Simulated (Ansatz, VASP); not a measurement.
Given: the input of a run of Ansatz 0.2.0 on TiO2.

input.yaml

```yaml
crystal:
  lattice:
    - [1.4770945154, 0.852800916, 6.8871876337]
    - [-1.4770945154, 0.852800916, 6.8871876337]
    - [0.0, -1.7056018321, 6.8871876337]
  atoms:
    - { symbol: Ti, position: [0.0, 0.0, 0.0] }
    - { symbol: O, position: [0.379533, 0.379533, 0.379533] }
    - { symbol: O, position: [0.620467, 0.620467, 0.620467] }
kpoints:
  mp_grid: { grid: [10, 10, 10] }
scf:
  occupations: { method: fermi_dirac, width: 0.05 }
hamiltonian:
  xc: pbesol
  pseudopotentials: { kind: all_electron, lapw: { basis_error: 0.002 } }
output:
  forces: true
  stress: true
  eigenvalues: true
```

Potentials or basis: all-electron LAPW, scalar-relativistic.

Command:

```sh
$ ansatz run input.yaml --threads 2 --pin off --max-ram 6144MiB --backend cpu --events-out ev --progress --plain --runs-dir out
```

Task: Set up the same calculation for VASP 6.6.1. Potentials there: VASP PAW PBE potentials, release 64 (Ti_sv, O).

Result: As run (the cutoff follows the program's own potentials):

The input INCAR:

```
ALGO     = Normal         # electronic algorithm
EDIFF    = 1E-7           # SCF threshold, eV
ENCUT    = 520            # plane-wave cutoff, eV
GGA      = PS             # functional
ISIF     = 2              # what is computed and relaxed
ISMEAR   = -1             # smearing method
LASPH    = True           # aspherical terms in the spheres
LCHARG   = False          # write CHGCAR
LREAL    = False          # projectors in reciprocal space
LWAVE    = False          # write WAVECAR
NBANDS   = 19             # bands
NELM     = 100            # most SCF steps
PREC     = Accurate       # precision mode
SIGMA    = 0.05           # smearing width, eV
```

Contents of KPOINTS:

```
k-points
0
Gamma
  10 10 10
```

Contents of POSCAR:

```
TiO2
1.0
    1.4770945154      0.8528009160      6.8871876337
   -1.4770945154      0.8528009160      6.8871876337
    0.0000000000     -1.7056018321      6.8871876337
Ti O
1 2
Direct
    0.0000000000      0.0000000000      0.0000000000
    0.3795330000      0.3795330000      0.3795330000
    0.6204670000      0.6204670000      0.6204670000
```

Potentials or basis: VASP PAW PBE potentials, release 64 (Ti_sv, O).

Command:

```bash
$ cat potpaw_PBE.64/Ti_sv/POTCAR potpaw_PBE.64/O/POTCAR > POTCAR
$ mpirun -np 1 vasp_std > vasp.out
```

Both were run:

|  | VASP | Ansatz | Ansatz less VASP |
| --- | --- | --- | --- |
| gap on the k mesh at the Fermi level (eV) | 2.77 | 2.80 | +0.026 |
| least direct gap on the mesh (eV) | 2.94 | 2.96 | +0.023 |
| pressure (GPa) | 1.5 | 1.0 | -0.50 |
| traceless stress, the component that is largest in VASP (GPa) | -0.31 | -0.05 | +0.257 |
| rms of the force components (eV/Å) | 0.103 | 0.075 | -0.0282 |

VASP's potentials were made for PBE, not for PBEsol. Atom by atom the forces differ by 0.028 eV/Å (rms over components). Ansatz ran all-electron here, and VASP with PAW potentials.
